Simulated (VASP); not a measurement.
# Ge (P1) in VASP: single point with PBE+D3(BJ)

Aim: the single point of Ge with PBE+D3(BJ).

Program: VASP 6.6.1. These are calculated values, not measurements. Logs are shortened: lines on timing, memory, paths and dates and some standing lists are left out, and cuts for length are marked.

## (1) The cell of the first run

The typed cell holds 16 atoms: a = 8.386 Å, b = 8.386 Å, c = 8.386 Å, α = 60.00°, β = 60.00°, γ = 60.00°.

## (2) Single point, PBE+D3(BJ)

File INCAR:

```
SYSTEM = Ge
  PREC = Accurate
  ENCUT = 520
  EDIFF = 1E-6
  ISMEAR = -1
  SIGMA = 0.36
  LREAL = Auto
  LASPH = .TRUE.
  NELM = 100
  ALGO = Normal
  ISIF = 2
  LWAVE = .FALSE.
  LCHARG = .FALSE.
  GGA = PE
  IVDW = 12
  NBANDS = 126
```

File KPOINTS:

```
Automatic mesh
0
G
  2 2 2
  0 0 0
```

File POSCAR:

```
Ge
1.0
    0.0000000000      5.9299230000      5.9299230000
    5.9299230000      0.0000000000      5.9299230000
    5.9299230000      5.9299230000      0.0000000000
Ge
16
Direct
   -0.0383563159     -0.1376324785      0.0239716435
    0.1547659219      0.0400089512      0.0623195276
   -0.0013322264     -0.0462231972      0.4254355411
    0.0394187243      0.0834159229      0.6801015797
    0.1685687993      0.4442216197     -0.0086510398
    0.2644975323      0.4714648065      0.2412594565
   -0.0867296253      0.4369028063      0.5136828927
    0.1667812550      0.5289107464      0.5515923225
    0.4830416854     -0.0872861250      0.0459871064
    0.5250068171      0.1885943544      0.0633482087
    0.5139189834      0.0535588742      0.4267846311
    0.6028071528      0.1586867148      0.6270570461
    0.7565106663      0.4041958049     -0.0393175426
    0.8342857066      0.5624103382      0.2215121512
    0.5287758374      0.5265667025      0.4695676487
    0.5519380269      0.6960714330      0.6566442768
```

Potentials or basis: VASP PAW PBE potentials, release 64 (Ge_d).

On the command line:

```bash
cat potpaw_PBE.64/Ge_d/POTCAR > POTCAR
mpirun -np 1 vasp_std > vasp.out
```

OUTCAR:

```text
SYSTEM = Ge
   PREC = Accurate
   ENCUT = 520
   EDIFF = 1E-6
   ISMEAR = -1
   LREAL = Auto
   LASPH = .TRUE.
   NELM = 100
   ISIF = 2
   GGA = PE
   IVDW = 12
 IVDW          = 12

 ion  position               nearest neighbor table
   1  0.962  0.862  0.024-   4 2.48  14 2.64   2 2.89
   2  0.155  0.040  0.062-   9 2.36   3 2.50   1 2.89
   3  0.999  0.954  0.425-   2 2.50  12 2.90   8 2.92
   4  0.039  0.083  0.680-   7 2.46   1 2.48
   5  0.169  0.444  0.991-  14 2.51   6 2.73  10 2.83
   6  0.264  0.471  0.241-   8 2.53   5 2.73   7 2.73  10 2.78
   7  0.913  0.437  0.514-  14 2.43   4 2.46   6 2.73  16 2.78   8 2.79
   8  0.167  0.529  0.552-   6 2.53  15 2.75   7 2.79   3 2.92
   9  0.483  0.913  0.046-   2 2.36  10 2.59
  10  0.525  0.189  0.063-   9 2.59  11 2.64   6 2.78   5 2.83  13 2.84
  11  0.514  0.054  0.427-  16 2.59  10 2.64  12 2.75
  12  0.603  0.159  0.627-  15 2.55  11 2.75   3 2.90
  13  0.757  0.404  0.961-  10 2.84
  14  0.834  0.562  0.222-  15 2.41   7 2.43   5 2.51   1 2.64
  15  0.529  0.527  0.470-  14 2.41  12 2.55  16 2.71   8 2.75
  16  0.552  0.696  0.657-  11 2.59  15 2.71   7 2.78

  LATTYP: Found a face centered cubic cell.
 ALAT       =    11.8598460000

  Lattice vectors:

 A1 = (   0.0000000000,   5.9299230000,   5.9299230000)
 A2 = (   5.9299230000,   0.0000000000,   5.9299230000)
 A3 = (   5.9299230000,   5.9299230000,   0.0000000000)

Analysis of symmetry for initial positions (statically):
=====================================================================
 Subroutine PRICEL returns:
 Original cell was already a primitive cell.

 Routine SETGRP: Setting up the symmetry group for a
 face centered cubic supercell.

 Subroutine GETGRP returns: Found  1 space group operations
 (whereof  1 operations were pure point group operations)
 out of a pool of 48 trial point group operations.

The static configuration has the point symmetry C_1 .

Analysis of symmetry for dynamics (positions and initial velocities):
=====================================================================
 Subroutine PRICEL returns:
 Original cell was already a primitive cell.

 Routine SETGRP: Setting up the symmetry group for a
 face centered cubic supercell.

 Subroutine GETGRP returns: Found  1 space group operations
 (whereof  1 operations were pure point group operations)
 out of a pool of 48 trial point group operations.

The dynamic configuration has the point symmetry C_1 .

 Subroutine INISYM returns: Found  1 space group operations
 (whereof  1 operations are pure point group operations),
 and found     1 'primitive' translations

----------------------------------------------------------------------------------------

                                     Primitive cell

  volume of cell :     417.0395

  direct lattice vectors                    reciprocal lattice vectors
     0.000000000  5.929923000  5.929923000    -0.084318127  0.084318127  0.084318127
     5.929923000  0.000000000  5.929923000     0.084318127 -0.084318127  0.084318127
     5.929923000  5.929923000  0.000000000     0.084318127  0.084318127 -0.084318127

  length of vectors
     8.386177530  8.386177530  8.386177530     0.146043280  0.146043280  0.146043280

  position of ions in fractional coordinates (direct lattice)
     0.961643684  0.862367521  0.023971643
     0.154765922  0.040008951  0.062319528
     0.998667774  0.953776803  0.425435541
     0.039418724  0.083415923  0.680101580
     0.168568799  0.444221620  0.991348960
     0.264497532  0.471464807  0.241259457
[... 8 lines left out ...]
     0.528775837  0.526566702  0.469567649
     0.551938027  0.696071433  0.656644277

  ion indices of the primitive-cell ions
   primitive index   ion index
                 1           1
                 2           2
                 3           3
                 4           4
                 5           5
                 6           6
[... 8 lines left out ...]
                15          15
                16          16

----------------------------------------------------------------------------------------

 KPOINTS: Automatic mesh

Automatic generation of k-mesh.
 Grid dimensions read from file:
 generate k-points for:    2    2    2

 Generating k-lattice:

  Cartesian coordinates                     Fractional coordinates (reciprocal lattice)
    -0.042159063  0.042159063  0.042159063     0.500000000  0.000000000  0.000000000
     0.042159063 -0.042159063  0.042159063     0.000000000  0.500000000  0.000000000
     0.042159063  0.042159063 -0.042159063     0.000000000  0.000000000  0.500000000

  Length of vectors
     0.073021640  0.073021640  0.073021640

  Shift w.r.t. Gamma in fractional coordinates (k-lattice)
     0.000000000  0.000000000  0.000000000

 Subroutine IBZKPT returns following result:
 ===========================================

 Found      8 irreducible k-points:

 Following reciprocal coordinates:
            Coordinates               Weight
  0.000000  0.000000  0.000000      1.000000
  0.500000  0.000000  0.000000      1.000000
  0.000000  0.500000  0.000000      1.000000
  0.000000  0.000000  0.500000      1.000000
  0.500000  0.500000  0.500000      1.000000
  0.500000  0.500000  0.000000      1.000000
  0.000000  0.500000  0.500000      1.000000
  0.500000  0.000000  0.500000      1.000000
   k-points           NKPTS =      8   k-points in BZ     NKDIM =      8   number of bands    NBANDS=    126
   number of dos      NEDOS =    301   number of ions     NIONS =     16
   total plane-waves  NPLWV = 262144
   dimension x,y,z NGX =    64 NGY =   64 NGZ =   64
   dimension x,y,z NGXF=   128 NGYF=  128 NGZF=  128
   ions per type =              16
   NGX,Y,Z   is equivalent  to a cutoff of  12.69, 12.69, 12.69 a.u.
   NGXF,Y,Z  is equivalent  to a cutoff of  25.37, 25.37, 25.37 a.u.
 SYSTEM =  Ge
   PREC   = accura    normal or accurate (medium, high low for compatibility)
   ISTART =      0    job   : 0-new  1-cont  2-samecut
   ICHARG =      2    charge: 1-file 2-atom 10-const
   ISPIN  =      1    spin polarized calculation?
   LNONCOLLINEAR =      F non collinear calculations
   LSORBIT =      F    spin-orbit coupling
   LASPH  =      T    aspherical Exc in radial PAW
   ENCUT  =  520.0 eV  38.22 Ry    6.18 a.u.  15.59 15.59 15.59*2*pi/ulx,y,z
   NELM   =    100;   NELMIN=  2; NELMDL= -5     # of ELM steps
   EDIFF  = 0.1E-05   stopping-criterion for ELM
   LREAL  =      T    real-space projection
   EDIFFG = 0.1E-04   stopping-criterion for IOM
   NSW    =      0    number of steps for IOM
   IBRION =     -1    ionic relax: 0-MD 1-quasi-New 2-CG
   NFREE  =      0    steps in history (QN), initial steepest desc. (CG)
   ISIF   =      2    stress and relaxation
   ISYM   =      2    0-nonsym 1-usesym 2-fastsym
   POTIM  = 0.5000    time-step for ionic-motion
   TEBEG  =    0.0;   TEEND  =   0.0 temperature during run
   PSTRESS=    0.0 pullay stress
   NELECT =     224.0000    total number of electrons
   NUPDOWN=      -1.0000    fix difference up-down
   EMIN   =  10.00;   EMAX   =-10.00  energy-range for DOS
   EFERMI =   0.00;   METHOD = LEGACY
   ISMEAR =    -1;   SIGMA  =   0.36  broadening in eV -4-tet -1-fermi 0-gaus
   EFERMI_NEDOS =   21; number of points for ismear=-14 and -15
   IALGO  =     38    algorithm
   IMIX   =      4    mixing-type and parameters
     AMIX     =   0.40;   BMIX     =  1.00
     AMIX_MAG =   1.60;   BMIX_MAG =  1.00
  volume/ion in A,a.u.               =      26.06       175.90
  Fermi-wavevector in a.u.,A,eV,Ry     =   1.330756  2.514764 24.094716  1.770912
  Thomas-Fermi vector in A             =   2.459819
   LORBIT       =      0    0 simple, 1 ext, 2 COOP (PROOUT), +10 PAW based schemes
   GGA     = PE    functional components
   LHFCALC =     F    Hartree Fock is set to
   AEXX    =    0.0000 exact exchange contribution
   IVDW    =    12    specifies the selected vdW correction
   LEPSILON=     F    determine dielectric tensor
   LRPA    =     F    only Hartree local field effects (RPA)
 non-spin polarized calculation
  energy-cutoff  :      520.00
  volume of cell :      417.04
 maximum number of plane-waves:     11278
 NGX is ok and might be reduce to    64
   NGX = 31   NGY = 31   NGZ = 31

 number of electron     223.9999998 magnetization

 Free energy of the ion-electron system (eV)
  ---------------------------------------------------
  ext. energy  EPLUGINS =         0.00000000
  ---------------------------------------------------
  free energy    TOTEN  =       -65.26006427 eV

  energy without entropy =      -61.45015964  energy(sigma->0) =      -63.35511195

 E-fermi :   3.5612     XC(G=0):  -9.4855

 val. band max:        3.5556977040   @ k =   0.0000   0.0000   0.0000
 cond. band min:       3.5711552081   @ k =   0.5000   0.0000   0.5000
 fundamental gap:      0.0154575041
 Fermi energy:         3.5612131882

 k-point     1 :       0.0000    0.0000    0.0000
  band No.  band energies     occupation
      1     -21.3145      2.00000
      2     -21.3133      2.00000
      3     -21.3009      2.00000
      4     -21.2928      2.00000
      5     -21.2907      2.00000
      6     -21.1782      2.00000
[... 116 lines left out ...]
    123       5.4147      0.01155
    124       5.6443      0.00612

 k-point     2 :       0.5000    0.0000    0.0000
  band No.  band energies     occupation
      1     -21.3145      2.00000
      2     -21.3133      2.00000
      3     -21.3009      2.00000
      4     -21.2928      2.00000
      5     -21.2907      2.00000
      6     -21.1778      2.00000
[... 116 lines left out ...]
    123       6.2200      0.00124
    124       6.2757      0.00106

 k-point     3 :       0.0000    0.5000    0.0000
  band No.  band energies     occupation
      1     -21.3145      2.00000
      2     -21.3133      2.00000
      3     -21.3009      2.00000
      4     -21.2928      2.00000
      5     -21.2908      2.00000
      6     -21.1777      2.00000
[... 116 lines left out ...]
    123       5.9449      0.00266
    124       6.1886      0.00135

 k-point     4 :       0.0000    0.0000    0.5000
  band No.  band energies     occupation
      1     -21.3145      2.00000
      2     -21.3133      2.00000
      3     -21.3009      2.00000
      4     -21.2928      2.00000
      5     -21.2908      2.00000
      6     -21.1774      2.00000
[... 116 lines left out ...]
    123       5.9703      0.00248
    124       6.3671      0.00082

 k-point     5 :       0.5000    0.5000    0.5000
  band No.  band energies     occupation
      1     -21.3145      2.00000
      2     -21.3134      2.00000
      3     -21.3009      2.00000
      4     -21.2928      2.00000
      5     -21.2908      2.00000
      6     -21.1780      2.00000
[... 116 lines left out ...]
    123       6.2285      0.00121
    124       6.3549      0.00085

 k-point     6 :       0.5000    0.5000    0.0000
  band No.  band energies     occupation
      1     -21.3145      2.00000
      2     -21.3133      2.00000
      3     -21.3009      2.00000
      4     -21.2928      2.00000
      5     -21.2908      2.00000
      6     -21.1772      2.00000
[... 116 lines left out ...]
    123       6.1247      0.00162
    124       6.2566      0.00112

 k-point     7 :       0.0000    0.5000    0.5000
  band No.  band energies     occupation
      1     -21.3145      2.00000
      2     -21.3134      2.00000
      3     -21.3009      2.00000
      4     -21.2928      2.00000
      5     -21.2908      2.00000
      6     -21.1780      2.00000
[... 116 lines left out ...]
    123       6.2768      0.00106
    124       6.3762      0.00080

 k-point     8 :       0.5000    0.0000    0.5000
  band No.  band energies     occupation
      1     -21.3145      2.00000
      2     -21.3134      2.00000
      3     -21.3009      2.00000
      4     -21.2928      2.00000
      5     -21.2908      2.00000
      6     -21.1774      2.00000
[... 116 lines left out ...]
    123       6.0744      0.00186
    124       6.3294      0.00091
 [bands above 124 left out]

------------------------ aborting loop because EDIFF is reached ----------------------------------------

 Edisp (eV)   -4.96204

 E8    (eV) :    -2.2072

  FORCE on cell =-STRESS in cart. coord.  units (eV):
  Direction    XX          YY          ZZ          XY          YZ          ZX
  --------------------------------------------------------------------------------------
  -------------------------------------------------------------------------------------
  Total      -7.60315    -7.36749    -6.75407     0.22913    -0.85647    -3.20226
  in kB     -29.20969   -28.30434   -25.94769     0.88027    -3.29038   -12.30239
  external pressure =      -27.82 kB  Pullay stress =        0.00 kB

 VOLUME and BASIS-vectors are now :
 -----------------------------------------------------------------------------
  energy-cutoff  :      520.00
  volume of cell :      417.04
      direct lattice vectors                 reciprocal lattice vectors
     0.000000000  5.929923000  5.929923000    -0.084318127  0.084318127  0.084318127
     5.929923000  0.000000000  5.929923000     0.084318127 -0.084318127  0.084318127
     5.929923000  5.929923000  0.000000000     0.084318127  0.084318127 -0.084318127

 POSITION                                       TOTAL-FORCE (eV/Angst)
 -----------------------------------------------------------------------------------
      5.25592      5.84462     10.81625         0.444034      0.574431     -0.092109
      0.60680      1.28730      1.15500         0.510293     -1.497944     -0.603990
      8.17862      8.44482     11.57785         0.327037      0.313629     -0.465920
      4.52760      4.26670      0.72840        -0.900473     -0.071567      0.118539
      8.51282      6.87822      3.63380        -0.671279     -0.080736      0.305566
      4.22640      2.99910      4.36420        -0.312570     -0.246425      0.363330
[... 8 lines left out ...]
      5.90700      5.92010      6.25810         0.926205     -0.293538     -0.818741
      8.02150      7.16680      7.40060        -0.361225      0.270447     -0.479422
 -----------------------------------------------------------------------------------
    total drift:                               -0.001011      0.001191      0.001356

  FREE ENERGIE OF THE ION-ELECTRON SYSTEM (eV)
  ---------------------------------------------------
  free  energy   TOTEN  =       -70.2221035400 eV

  energy  without entropy=      -66.4121989098  energy(sigma->0) =      -68.31715122
```

It took 38 min on 1 thread of Intel Xeon 8259CL, shared host; peak memory 0.72 GiB.

Results:

| Item | Value |
| --- | --- |
| Free energy | -70.2221 eV |
| Pressure | -2.8 GPa |
| Largest force | 1.694 eV/Å |
| Band gap on the k mesh | zero (bands 112 and 113 overlap by 0.28 eV) |
| Dispersion energy per atom | -0.310 eV |

Forces in eV/Å, atoms in the order of the input:
```
Ge   0.444  0.574 -0.092
Ge   0.510 -1.498 -0.604
Ge   0.327  0.314 -0.466
Ge  -0.900 -0.072  0.119
Ge  -0.671 -0.081  0.306
Ge  -0.313 -0.246  0.363
Ge   1.222  0.600  0.076
Ge   0.711  0.211  0.129
Ge  -0.863  0.844  0.824
Ge   0.102  0.276  0.402
Ge   0.459  0.177  0.030
Ge  -0.549  0.160 -0.289
Ge  -0.340 -0.286 -0.070
Ge  -0.704 -0.950  0.571
Ge   0.926 -0.294 -0.819
Ge  -0.361  0.270 -0.479
```

Levels at points of the mesh, in eV from the Fermi level:
```csv
k point,band 110,band 111,band 112,band 113,band 114,band 115
"(0.00, 0.00, 0.00)",-0.50,-0.28,-0.23,-0.01,0.15,0.25
"(0.50, 0.00, 0.00)",-0.49,-0.39,-0.24,0.05,0.28,0.41
"(0.00, 0.50, 0.00)",-0.68,-0.63,-0.09,0.13,0.49,0.54
"(0.00, 0.00, 0.50)",-0.62,-0.48,-0.35,-0.21,0.62,0.67
"(0.50, 0.50, 0.50)",-0.66,-0.31,0.06,0.20,0.23,0.43
"(0.50, 0.50, 0.00)",-0.48,-0.27,-0.05,0.20,0.45,0.75
"(0.00, 0.50, 0.50)",-0.53,-0.39,-0.11,0.06,0.25,0.67
"(0.50, 0.00, 0.50)",-0.44,-0.17,0.01,0.13,0.71,0.88
```

Caveat: the k points lie up to 0.46 Å⁻¹ apart; so wide a smearing shifts energies and pressures; semilocal functionals underestimate gaps, and a narrow one can read as zero; forces of over 1 eV/Å act on the atoms, so gaps and moduli don't describe the material at rest.
